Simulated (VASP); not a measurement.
# TaN (P6/mmm) in VASP: notebook, part 2 of 2

VASP 6.6.1.

## 3. Single point, LDA+U, collinear spin

Contents of INCAR:

```
  PREC = Accurate
  ENCUT = 700
  EDIFF = 1E-6
  ISMEAR = 0
  SIGMA = 0.05
  LREAL = False
  LASPH = True
  NELM = 200
  ALGO = Normal
  ISIF = 2
  LWAVE = False
  LCHARG = True
  ISPIN = 2
  MAGMOM = 2 2 2 0 0 0
  LORBIT = 11
  LMAXMIX = 4
  LDAU = True
  LDAUTYPE = 2
  LDAUL = 2 -1
  LDAUU = 4 0
  LDAUJ = 0 0
  LDAUPRINT = 1
  LELF = True
  LVHAR = True
  NBANDS = 40
  GGA_COMPAT = False
```

Contents of KPOINTS:

```
Automatic mesh
0
Gamma
  4 4 7
```

Contents of POSCAR:

```
TaN
1.0
    5.1850002000      0.0000000000      0.0000000000
   -2.5925001000      4.4903418900      0.0000000000
    0.0000000000      0.0000000000      2.9080005300
Ta N
3 3
Direct
    0.0000000000      0.0000000000      0.0000000000
    0.3333333333      0.6666666667      0.5000000000
    0.6666666667      0.3333333333      0.5000000000
    0.5000000000      0.0000000000      0.0000000000
    0.5000000000      0.5000000000      0.0000000000
    0.0000000000      0.5000000000      0.0000000000
```

Potentials or basis: VASP PAW LDA potentials, release 64 (Ta_sv_GW, N).

On the command line:

```bash
$ cat potpaw_LDA.64/Ta_sv_GW/POTCAR potpaw_LDA.64/N/POTCAR > POTCAR
$ mpirun -np 1 vasp_std > vasp.out
```

OUTCAR:

```text
PREC = Accurate
   ENCUT = 700
   EDIFF = 1E-6
   ISMEAR = 0
   LREAL = False
   LASPH = True
   NELM = 200
   ISIF = 2
   ISPIN = 2
   LORBIT = 11

 ion  position               nearest neighbor table
   1  0.000  0.000  0.000-
   2  0.333  0.667  0.500-   4 2.09   4 2.09   6 2.09   6 2.09   5 2.09   5 2.09   3 2.99   3 2.99
                             3 2.99
   3  0.667  0.333  0.500-   4 2.09   4 2.09   6 2.09   6 2.09   5 2.09   5 2.09   2 2.99   2 2.99
                             2 2.99
   4  0.500  0.000  0.000-   2 2.09   3 2.09   2 2.09   3 2.09
   5  0.500  0.500  0.000-   2 2.09   3 2.09   2 2.09   3 2.09
   6  0.000  0.500  0.000-   2 2.09   3 2.09   2 2.09   3 2.09

  LATTYP: Found a hexagonal cell.
 ALAT       =     5.1850002000
 C/A-ratio  =     0.5608486823

  Lattice vectors:

 A1 = (   5.1850002000,   0.0000000000,   0.0000000000)
 A2 = (  -2.5925001000,   4.4903418900,   0.0000000000)
 A3 = (   0.0000000000,   0.0000000000,   2.9080005300)

Analysis of symmetry for initial positions (statically):
=====================================================================
 Subroutine PRICEL returns:
 Original cell was already a primitive cell.

 Routine SETGRP: Setting up the symmetry group for a
 hexagonal supercell.

 Subroutine GETGRP returns: Found 24 space group operations
 (whereof 24 operations were pure point group operations)
 out of a pool of 24 trial point group operations.

The static configuration has the point symmetry D_6h.

Analysis of symmetry for dynamics (positions and initial velocities):
=====================================================================
 Subroutine PRICEL returns:
 Original cell was already a primitive cell.

 Routine SETGRP: Setting up the symmetry group for a
 hexagonal supercell.

[... 278 lines left out ...]
 spin component 1

 k-point     1 :       0.0000    0.0000    0.0000
  band No.  band energies     occupation
      1     -57.2536      1.00000
      2     -57.2040      1.00000
      3     -57.0738      1.00000
      4     -24.3345      1.00000
      5     -24.3345      1.00000
      6     -24.0057      1.00000
[... 661 lines left out ...]
     38      18.5299      0.00000
     39      19.4019      0.00000
 Fermi energy:        12.4371319477

 spin component 2

 k-point     1 :       0.0000    0.0000    0.0000
  band No.  band energies     occupation
      1     -57.2536      1.00000
      2     -57.2040      1.00000
      3     -57.0737      1.00000
      4     -24.3345      1.00000
      5     -24.3345      1.00000
      6     -24.0056      1.00000
[... 661 lines left out ...]
     38      18.5299      0.00000
     39      19.4019      0.00000
 [bands above 39 left out]

------------------------ aborting loop because EDIFF is reached ----------------------------------------

  FORCE on cell =-STRESS in cart. coord.  units (eV):
  Direction    XX          YY          ZZ          XY          YZ          ZX
  --------------------------------------------------------------------------------------
  -------------------------------------------------------------------------------------
  Total        3.3797402      3.3797402      4.1225992      0.0000000      0.0000000      0.0000000
  in kB       79.9781283     79.9781283     97.5571326      0.0000000      0.0000000      0.0000000
  external PRESSURE =      85.8377964 kB  Pullay stress =       0.0000000 kB

 VOLUME and BASIS-vectors are now :
 -----------------------------------------------------------------------------
  energy-cutoff  :      700.00
  volume of cell :       67.71
      direct lattice vectors                 reciprocal lattice vectors
     5.185000200  0.000000000  0.000000000     0.192864023  0.111350096  0.000000000
    -2.592500100  4.490341890  0.000000000     0.000000000  0.222700192  0.000000000
     0.000000000  0.000000000  2.908000530     0.000000000  0.000000000  0.343878892

 POSITION                                       TOTAL-FORCE (eV/Angst)
 -----------------------------------------------------------------------------------
      0.00000      0.00000      0.00000        -0.000000      0.000000      0.000000
     -0.00000      2.99356      1.45400         0.000000     -0.000000      0.000000
      2.59250      1.49678      1.45400        -0.000000      0.000000      0.000000
      2.59250      0.00000      0.00000        -0.000000      0.000000      0.000000
      1.29625      2.24517      0.00000         0.000000      0.000000      0.000000
     -1.29625      2.24517      0.00000         0.000000      0.000000      0.000000
 -----------------------------------------------------------------------------------
    total drift:                               -0.000000      0.000000     -0.000000

  FREE ENERGIE OF THE ION-ELECTRON SYSTEM (eV)
  ---------------------------------------------------
  free  energy   TOTEN  =       -68.3043255883 eV

  energy  without entropy=      -68.3031640671  energy(sigma->0) =      -68.30374483

 total charge

# of ion       s       p       d       f       tot
--------------------------------------------------
    1        3.166   6.023   2.064   0.036  11.289
    2        3.213   6.089   2.237   0.194  11.733
    3        3.213   6.089   2.237   0.194  11.733
    4        1.236   2.555   0.000   0.000   3.791
    5        1.236   2.555   0.000   0.000   3.791
    6        1.236   2.555   0.000   0.000   3.791
--------------------------------------------------
tot         13.300  25.867   6.538   0.424  46.129

 magnetization (x)

# of ion       s       p       d       f       tot
--------------------------------------------------
    1        0.000   0.000   0.000  -0.000   0.000
    2       -0.000   0.000   0.000   0.000   0.000
    3       -0.000   0.000   0.000   0.000   0.000
    4        0.000  -0.000   0.000   0.000  -0.000
    5        0.000  -0.000   0.000   0.000  -0.000
    6        0.000  -0.000   0.000   0.000  -0.000
--------------------------------------------------
tot         -0.000  -0.000   0.000   0.000   0.000
```

OSZICAR:

```text
N       E                     dE             d eps       ncg     rms          rms(c)
DAV:   1     0.506551314593E+03    0.50655E+03   -0.38314E+04  2560   0.173E+03
DAV:   2    -0.483374015598E+02   -0.55489E+03   -0.53883E+03  3280   0.403E+02
DAV:   3    -0.814742240302E+02   -0.33137E+02   -0.32893E+02  3256   0.967E+01
DAV:   4    -0.827280144394E+02   -0.12538E+01   -0.12532E+01  3376   0.155E+01
[... 14 lines left out ...]
DAV:  19    -0.683043256128E+02    0.57082E-04   -0.21300E-04  2928   0.826E-02    0.291E-01
DAV:  20    -0.683043278948E+02   -0.22820E-05   -0.72964E-06  3000   0.140E-02    0.811E-02
DAV:  21    -0.683043266733E+02    0.12215E-05   -0.23521E-05  2912   0.242E-02    0.386E-01
DAV:  22    -0.683043254403E+02    0.12330E-05   -0.41558E-06  2544   0.112E-02    0.660E-02
DAV:  23    -0.683043255883E+02   -0.14803E-06   -0.16627E-06  1776   0.646E-03
   1 F= -.68304326E+02 E0= -.68303745E+02  d E =-.116152E-02  mag=    -0.0000
```

Wall time 2.6 min (1 thread of Intel Xeon Platinum 8559C (Emerald Rapids), shared host); peak memory 0.28 GiB.

What came out:

```yaml
Free_energy: -68.3043 eV
Pressure: 8.6 GPa
Band_gap_on_the_k_mesh: zero (filled and empty bands overlap)
Net_moment: 0.00 μB per cell
Valence_electrons_inside_the_program's_atomic_spheres: Ta 11.29, 11.73 (each value once); N 3.79
```

Levels at points of the mesh, in eV from the Fermi level:
Spin up:
| k point | band 23 | band 24 | band 25 | band 26 | band 27 | band 28 | band 29 | band 30 | band 31 | band 32 |
| --- | --- | --- | --- | --- | --- | --- | --- | --- | --- | --- |
| (0.00, 0.00, 0.00) | -3.13 | -3.13 | -2.72 | -2.09 | -1.10 | -1.10 | 0.92 | 0.92 | 1.00 | 2.39 |
| (0.50, 0.00, 0.00) | -4.74 | -3.56 | -3.04 | -1.86 | -0.66 | 1.44 | 1.96 | 2.05 | 2.37 | 2.45 |
Spin down:
| k point | band 25 | band 26 | band 27 | band 28 | band 29 | band 30 |
| --- | --- | --- | --- | --- | --- | --- |
| (0.00, 0.00, 0.00) | -2.72 | -2.09 | -1.10 | -1.10 | 0.92 | 0.92 |
| (0.50, 0.00, 0.00) | -3.04 | -1.86 | -0.66 | 1.44 | 1.96 | 2.05 |

Eigenvalues of the final occupation matrices:
```
    site  spin  trace               eigenvalues
site 1 d     1   1.05  0.15 0.15 0.24 0.24 0.26
site 1 d     2   1.05  0.15 0.15 0.24 0.24 0.26
site 2 d     1   1.14  0.21 0.21 0.23 0.23 0.26
site 2 d     2   1.14  0.21 0.21 0.23 0.23 0.26
site 3 d     1   1.14  0.21 0.21 0.23 0.23 0.26
site 3 d     2   1.14  0.21 0.21 0.23 0.23 0.26
```

Caveat: the cell stands under pressure; spin-orbit coupling is left out, which moves the levels of the heavy elements.

## 4. Single point, LDA+U, collinear spin, zero start

Contents of INCAR:

```
SYSTEM = TaN
  ALGO = Normal
  EDIFF = 1E-6
  ENCUT = 700
  GGA = CA
  GGA_COMPAT = .FALSE.
  ISIF = 2
  ISMEAR = 0
  ISPIN = 2
  LASPH = .TRUE.
  LCHARG = .FALSE.
  LDAU = .TRUE.
  LDAUJ = 0 0
  LDAUL = 2 -1
  LDAUPRINT = 1
  LDAUTYPE = 2
  LDAUU = 4 0
  LMAXMIX = 4
  LORBIT = 11
  LREAL = .FALSE.
  LWAVE = .FALSE.
  MAGMOM = 0 0 0 0 0 0
  NBANDS = 40
  NELM = 200
  PREC = Accurate
  SIGMA = 0.05
```

Contents of KPOINTS:

```
k-points
0
G
  4 4 7
  0 0 0
```

POSCAR is that of step 3.

On the command line:

```bash
$ cat potpaw_LDA.64/Ta_sv_GW/POTCAR potpaw_LDA.64/N/POTCAR > POTCAR
$ mpirun -np 1 vasp_std > vasp.out
```

Wall time 3.4 min (1 thread of AMD EPYC 9R45 (Zen 5), shared host); peak memory 0.25 GiB.

The run converged. Its results:

* Free energy: -68.3043 eV
* Pressure: 8.6 GPa
* Band gap on the k mesh: zero (filled and empty bands overlap)
* Net moment: 0.00 μB per cell
* Valence electrons inside the program's atomic spheres: Ta 11.29, 11.73 (each value once); N 3.79

Stress tensor (GPa, compression positive):
```
7.99 0.00 0.00
0.00 7.99 0.00
0.00 0.00 9.76
```

Levels at points of the mesh, in eV from the Fermi level:
Spin up:
| k point | band 23 | band 24 | band 25 | band 26 | band 27 | band 28 | band 29 | band 30 | band 31 | band 32 |
| --- | --- | --- | --- | --- | --- | --- | --- | --- | --- | --- |
| (0.00, 0.00, 0.00) | -3.13 | -3.13 | -2.72 | -2.09 | -1.10 | -1.10 | 0.92 | 0.92 | 1.00 | 2.39 |
| (0.50, 0.00, 0.00) | -4.73 | -3.56 | -3.04 | -1.86 | -0.66 | 1.44 | 1.96 | 2.05 | 2.37 | 2.45 |
Spin down:
```csv
k point,band 25,band 26,band 27,band 28,band 29,band 30
"(0.00, 0.00, 0.00)",-2.72,-2.09,-1.10,-1.10,0.92,0.92
"(0.50, 0.00, 0.00)",-3.04,-1.86,-0.66,1.44,1.96,2.05
```

Eigenvalues of the final occupation matrices:
| site | spin | trace | eigenvalues |
| --- | --- | --- | --- |
| site 1 d | 1 | 1.05 | 0.15 0.15 0.24 0.24 0.26 |
| site 1 d | 2 | 1.05 | 0.15 0.15 0.24 0.24 0.26 |
| site 2 d | 1 | 1.14 | 0.21 0.21 0.23 0.23 0.26 |
| site 2 d | 2 | 1.14 | 0.21 0.21 0.23 0.23 0.26 |
| site 3 d | 1 | 1.14 | 0.21 0.21 0.23 0.23 0.26 |
| site 3 d | 2 | 1.14 | 0.21 0.21 0.23 0.23 0.26 |

Caveat: the cell stands under pressure; spin-orbit coupling is left out, which moves the levels of the heavy elements.
